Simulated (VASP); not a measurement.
# CdS (F-43m) in VASP: settings compared, part 2 of 3

VASP 6.6.1. Earlier steps stand in the parts before.

## (3) Single point, BLYP+D4

This run uses another cell than the first one, of 23.32 Å³/atom.

INCAR

```
SYSTEM = CdS
  PREC = Accurate
  ENCUT = 630
  EDIFF = 1E-6
  ISMEAR = -1
  SIGMA = 0.05
  LREAL = .False.
  LASPH = .True.
  NELM = 120
  ALGO = Normal
  ISIF = 2
  LWAVE = .False.
  LCHARG = .False.
  GGA = B5
  ALDAX = 1.0
  AGGAX = 1.0
  AGGAC = 1.0
  ALDAC = 0.0
  IVDW = 13
  VDW_S6 = 1.0
  VDW_S8 = 2.34076671
  VDW_A1 = 0.44488865
  VDW_A2 = 4.0933009
  NBANDS = 20
  GGA_COMPAT = .False.
```

KPOINTS

```
Automatic mesh
0
Gamma
  8 8 8
  0 0 0
```

POSCAR

```
CdS
1.0
    0.0000000000      2.8569628861      2.8569628861
    2.8569628861      0.0000000000      2.8569628861
    2.8569628861      2.8569628861      0.0000000000
Cd S
1 1
Direct
    0.0000000000      0.0000000000      0.0000000000
    0.7500000000      0.7500000000      0.7500000000
```

Potentials or basis: VASP PAW PBE potentials, release 64 (Cd_sv_GW, S).

Started as:

```bash
$ cat potpaw_PBE.64/Cd_sv_GW/POTCAR potpaw_PBE.64/S/POTCAR > POTCAR
$ mpirun -np 1 vasp_std > vasp.out
```

OUTCAR:

```text
SYSTEM = CdS
   PREC = Accurate
   ENCUT = 630
   EDIFF = 1E-6
   ISMEAR = -1
   LREAL = .False.
   LASPH = .True.
   NELM = 120
   ISIF = 2
   GGA = B5
   IVDW = 13

 ion  position               nearest neighbor table
   1  0.000  0.000  0.000-   2 2.47   2 2.47   2 2.47   2 2.47
   2  0.750  0.750  0.750-   1 2.47   1 2.47   1 2.47   1 2.47

  LATTYP: Found a face centered cubic cell.
 ALAT       =     5.7139257722

  Lattice vectors:

 A1 = (   0.0000000000,   2.8569628861,   2.8569628861)
 A2 = (   2.8569628861,   0.0000000000,   2.8569628861)
 A3 = (   2.8569628861,   2.8569628861,   0.0000000000)

Analysis of symmetry for initial positions (statically):
=====================================================================
 Subroutine PRICEL returns:
 Original cell was already a primitive cell.

 Routine SETGRP: Setting up the symmetry group for a
 face centered cubic supercell.

 Subroutine GETGRP returns: Found 24 space group operations
 (whereof 24 operations were pure point group operations)
 out of a pool of 48 trial point group operations.

The static configuration has the point symmetry T_d .

Analysis of symmetry for dynamics (positions and initial velocities):
=====================================================================
 Subroutine PRICEL returns:
 Original cell was already a primitive cell.

 Routine SETGRP: Setting up the symmetry group for a
 face centered cubic supercell.

 Subroutine GETGRP returns: Found 24 space group operations
 (whereof 24 operations were pure point group operations)
 out of a pool of 48 trial point group operations.

The dynamic configuration has the point symmetry T_d .

 Subroutine INISYM returns: Found 24 space group operations
 (whereof 24 operations are pure point group operations),
 and found     1 'primitive' translations

----------------------------------------------------------------------------------------

                                     Primitive cell

  volume of cell :      46.6384

  direct lattice vectors                    reciprocal lattice vectors
     0.000000000  2.856962886  2.856962886    -0.175011024  0.175011024  0.175011024
     2.856962886  0.000000000  2.856962886     0.175011024 -0.175011024  0.175011024
     2.856962886  2.856962886  0.000000000     0.175011024  0.175011024 -0.175011024

  length of vectors
     4.040355661  4.040355661  4.040355661     0.303127985  0.303127985  0.303127985

  position of ions in fractional coordinates (direct lattice)
     0.000000000  0.000000000  0.000000000
     0.750000000  0.750000000  0.750000000

  ion indices of the primitive-cell ions
   primitive index   ion index
                 1           1
                 2           2

----------------------------------------------------------------------------------------

 KPOINTS: Automatic mesh

Automatic generation of k-mesh.
 Grid dimensions read from file:
 generate k-points for:    8    8    8

 Generating k-lattice:

  Cartesian coordinates                     Fractional coordinates (reciprocal lattice)
    -0.021876378  0.021876378  0.021876378     0.125000000  0.000000000  0.000000000
     0.021876378 -0.021876378  0.021876378     0.000000000  0.125000000  0.000000000
     0.021876378  0.021876378 -0.021876378     0.000000000  0.000000000  0.125000000

  Length of vectors
     0.037890998  0.037890998  0.037890998

  Shift w.r.t. Gamma in fractional coordinates (k-lattice)
     0.000000000  0.000000000  0.000000000

 Subroutine IBZKPT returns following result:
 ===========================================

 Found     29 irreducible k-points:

 Following reciprocal coordinates:
            Coordinates               Weight
  0.000000  0.000000  0.000000      1.000000
  0.125000  0.000000  0.000000      8.000000
  0.250000  0.000000  0.000000      8.000000
  0.375000  0.000000  0.000000      8.000000
  0.500000  0.000000  0.000000      4.000000
  0.125000  0.125000  0.000000      6.000000
[... 16 lines left out ...]
  0.500000  0.250000  0.125000     48.000000
 -0.375000  0.250000  0.125000     24.000000
 [... further k-points ...]
   k-points           NKPTS =     29   k-points in BZ     NKDIM =     29   number of bands    NBANDS=     20
   number of dos      NEDOS =    301   number of ions     NIONS =      2
   total plane-waves  NPLWV =  46656
   dimension x,y,z NGX =    36 NGY =   36 NGZ =   36
   dimension x,y,z NGXF=    72 NGYF=   72 NGZF=   72
   ions per type =               1   1
   NGX,Y,Z   is equivalent  to a cutoff of  14.81, 14.81, 14.81 a.u.
   NGXF,Y,Z  is equivalent  to a cutoff of  29.63, 29.63, 29.63 a.u.
 SYSTEM =  CdS
   PREC   = accura    normal or accurate (medium, high low for compatibility)
   ISTART =      0    job   : 0-new  1-cont  2-samecut
   ICHARG =      2    charge: 1-file 2-atom 10-const
   ISPIN  =      1    spin polarized calculation?
   LNONCOLLINEAR =      F non collinear calculations
   LSORBIT =      F    spin-orbit coupling
   LASPH  =      T    aspherical Exc in radial PAW
   ENCUT  =  630.0 eV  46.30 Ry    6.80 a.u.   8.27  8.27  8.27*2*pi/ulx,y,z
   NELM   =    120;   NELMIN=  2; NELMDL= -5     # of ELM steps
   EDIFF  = 0.1E-05   stopping-criterion for ELM
   LREAL  =      F    real-space projection
   EDIFFG = 0.1E-04   stopping-criterion for IOM
   NSW    =      0    number of steps for IOM
   IBRION =     -1    ionic relax: 0-MD 1-quasi-New 2-CG
   NFREE  =      0    steps in history (QN), initial steepest desc. (CG)
   ISIF   =      2    stress and relaxation
   ISYM   =      2    0-nonsym 1-usesym 2-fastsym
   POTIM  = 0.5000    time-step for ionic-motion
   TEBEG  =    0.0;   TEEND  =   0.0 temperature during run
   PSTRESS=    0.0 pullay stress
   NELECT =      26.0000    total number of electrons
   NUPDOWN=      -1.0000    fix difference up-down
   EMIN   =  10.00;   EMAX   =-10.00  energy-range for DOS
   EFERMI =   0.00;   METHOD = LEGACY
   ISMEAR =    -1;   SIGMA  =   0.05  broadening in eV -4-tet -1-fermi 0-gaus
   EFERMI_NEDOS =   21; number of points for ismear=-14 and -15
   IALGO  =     38    algorithm
   IMIX   =      4    mixing-type and parameters
     AMIX     =   0.40;   BMIX     =  1.00
     AMIX_MAG =   1.60;   BMIX_MAG =  1.00
  volume/ion in A,a.u.               =      23.32       157.37
  Fermi-wavevector in a.u.,A,eV,Ry     =   1.347363  2.546147 24.699848  1.815388
  Thomas-Fermi vector in A             =   2.475120
   LORBIT       =      0    0 simple, 1 ext, 2 COOP (PROOUT), +10 PAW based schemes
   GGA     = B5    functional components
   LHFCALC =     F    Hartree Fock is set to
   AEXX    =    0.0000 exact exchange contribution
   IVDW    =    13    specifies the selected vdW correction
   LEPSILON=     F    determine dielectric tensor
   LRPA    =     F    only Hartree local field effects (RPA)
 non-spin polarized calculation
  energy-cutoff  :      630.00
  volume of cell :       46.64
 maximum number of plane-waves:      1700
 NGX is ok and might be reduce to    36
   NGX = 17   NGY = 17   NGZ = 17

 number of electron      25.9999996 magnetization

 Free energy of the ion-electron system (eV)
  ---------------------------------------------------
  ext. energy  EPLUGINS =         0.00000000
  ---------------------------------------------------
  free energy    TOTEN  =        -5.03496824 eV

  energy without entropy =       -5.03496821  energy(sigma->0) =       -5.03496822

 E-fermi :   4.5626     XC(G=0):  -9.0764

 val. band max:        3.8945191155   @ k =   0.0000   0.0000   0.0000
 cond. band min:       5.1578600612   @ k =   0.0000   0.0000   0.0000
 fundamental gap:      1.2633409457
 Fermi energy:         4.5625515662

 k-point     1 :       0.0000    0.0000    0.0000
  band No.  band energies     occupation
      1     -97.2453      2.00000
      2     -58.5225      2.00000
      3     -58.5225      2.00000
      4     -58.5225      2.00000
      5      -8.8495      2.00000
      6      -4.1361      2.00000
[... 12 lines left out ...]
     19      15.5593      0.00000
     20      15.8168      0.00000
[... 507 lines left out ...]
 k-point    24 :      -0.3750    0.2500    0.1250
  band No.  band energies     occupation
      1     -97.2453      2.00000
      2     -58.5234      2.00000
      3     -58.5229      2.00000
      4     -58.5227      2.00000
      5      -8.2984      2.00000
      6      -3.9497      2.00000
[... 12 lines left out ...]
     19      16.3619      0.00000
     20      17.2333      0.00000

 [... further k-points ...]

------------------------ aborting loop because EDIFF is reached ----------------------------------------

  DFT-D4 for vdW energy calculation

  Edisp (eV):   -1.26251

  FORCE on cell =-STRESS in cart. coord.  units (eV):
  Direction    XX          YY          ZZ          XY          YZ          ZX
  --------------------------------------------------------------------------------------
  -------------------------------------------------------------------------------------
  Total       1.81700     1.81700     1.81700    -0.00000    -0.00000    -0.00000
  in kB      62.41987    62.41987    62.41987    -0.00000    -0.00000    -0.00000
  external pressure =       62.42 kB  Pullay stress =        0.00 kB

 VOLUME and BASIS-vectors are now :
 -----------------------------------------------------------------------------
  energy-cutoff  :      630.00
  volume of cell :       46.64
      direct lattice vectors                 reciprocal lattice vectors
     0.000000000  2.856962886  2.856962886    -0.175011024  0.175011024  0.175011024
     2.856962886  0.000000000  2.856962886     0.175011024 -0.175011024  0.175011024
     2.856962886  2.856962886  0.000000000     0.175011024  0.175011024 -0.175011024

 POSITION                                       TOTAL-FORCE (eV/Angst)
 -----------------------------------------------------------------------------------
      0.00000      0.00000      0.00000         0.000000      0.000000      0.000000
      4.28544      4.28544      4.28544         0.000000     -0.000000     -0.000000
 -----------------------------------------------------------------------------------
    total drift:                                0.000000      0.000000     -0.000000

  FREE ENERGIE OF THE ION-ELECTRON SYSTEM (eV)
  ---------------------------------------------------
  free  energy   TOTEN  =        -6.2974804860 eV

  energy  without entropy=       -6.2974804488  energy(sigma->0) =       -6.29748047
```

stdout:

```text
POSCAR found type information on POSCAR CdS
 POSCAR found :  2 types and       2 ions
 scaLAPACK will be used
 -----------------------------------------------------------------------------
|                                                                             |
|                                                                             |
|     You enforced a specific xc type in the INCAR file but a different       |
|     I HOPE YOU KNOW WHAT YOU ARE DOING!                                     |
|                                                                             |
 -----------------------------------------------------------------------------

 LDA part: xc-table for (Slater(with rela. corr.)+VWN5), standard interpolation
 POSCAR, INCAR and KPOINTS ok, starting setup
 FFT: planning ... GRIDC
 FFT: planning ... GRID_SOFT
 FFT: planning ... GRID
 WAVECAR not read
 entering main loop
```

Wall time 26 s (1 thread of Intel Xeon 6975P-C (Granite Rapids), shared host); peak memory 0.23 GiB.

What came out:

- Free energy: -6.2975 eV
- Pressure: 6.2 GPa
- Band gap on the k mesh: 1.26 eV
- Dispersion energy per atom: -0.631 eV

Caveat: the cell stands under pressure; the PAW data sets were made with another functional, which shifts forces and pressure a little. A hybrid or GW would open this gap; BLYP tends to underestimate it.

## (4) Single point, revPBE+D3(BJ)

This run uses another cell than the first one, of 26.30 Å³/atom.

INCAR

```
PREC = Accurate
ENCUT = 630
EDIFF = 1E-6
ISMEAR = -1
SIGMA = 0.05
LREAL = False
LASPH = True
NELM = 120
ALGO = Normal
ISIF = 2
LWAVE = False
LCHARG = False
GGA = RE
IVDW = 12
NBANDS = 20
GGA_COMPAT = False
```

KPOINTS

```
Automatic mesh
0
Gamma
  8 8 8
```

POSCAR

```
CdS
1.0
    0.0000000000      2.9737007966      2.9737007966
    2.9737007966      0.0000000000      2.9737007966
    2.9737007966      2.9737007966      0.0000000000
Cd S
1 1
Direct
    0.0000000000      0.0000000000      0.0000000000
    0.7500000000      0.7500000000      0.7500000000
```

Started as:

```bash
$ cat potpaw_PBE.64/Cd_sv_GW/POTCAR potpaw_PBE.64/S/POTCAR > POTCAR
$ mpirun -np 1 vasp_std > vasp.out
```

Run time: 28 s. Hardware: 1 thread of Intel Xeon Platinum 8488C (Sapphire Rapids), shared host; peak memory 0.24 GiB.

The run converged. Its results:

```
Free energy                : -6.7633 eV
Pressure                   : -3.1 GPa
Band gap on the k mesh     : 1.16 eV
Dispersion energy per atom : -0.552 eV
```

Levels at points of the mesh, in eV from the valence-band top:
| k point | band 9 | band 10 | band 11 | band 12 | band 13 | band 14 | band 15 | band 16 | band 17 | band 18 |
| --- | --- | --- | --- | --- | --- | --- | --- | --- | --- | --- |
| (0.00, 0.00, 0.00) | -7.14 | -7.14 | 0.00 | 0.00 | 0.00 | 1.16 | 6.62 | 6.62 | 6.62 | 11.34 |
| (0.50, 0.00, 0.00) | -7.11 | -6.80 | -4.01 | -0.66 | -0.66 | 3.03 | 7.08 | 7.08 | 7.45 | 11.07 |
| (0.50, 0.50, 0.00) | -7.06 | -6.74 | -3.66 | -1.66 | -1.66 | 3.80 | 4.35 | 9.14 | 10.54 | 10.54 |

Caveat: the cell stands under tension; the PAW data sets were made with another functional, which shifts forces and pressure a little.

(Continued in part 3 of 3.)
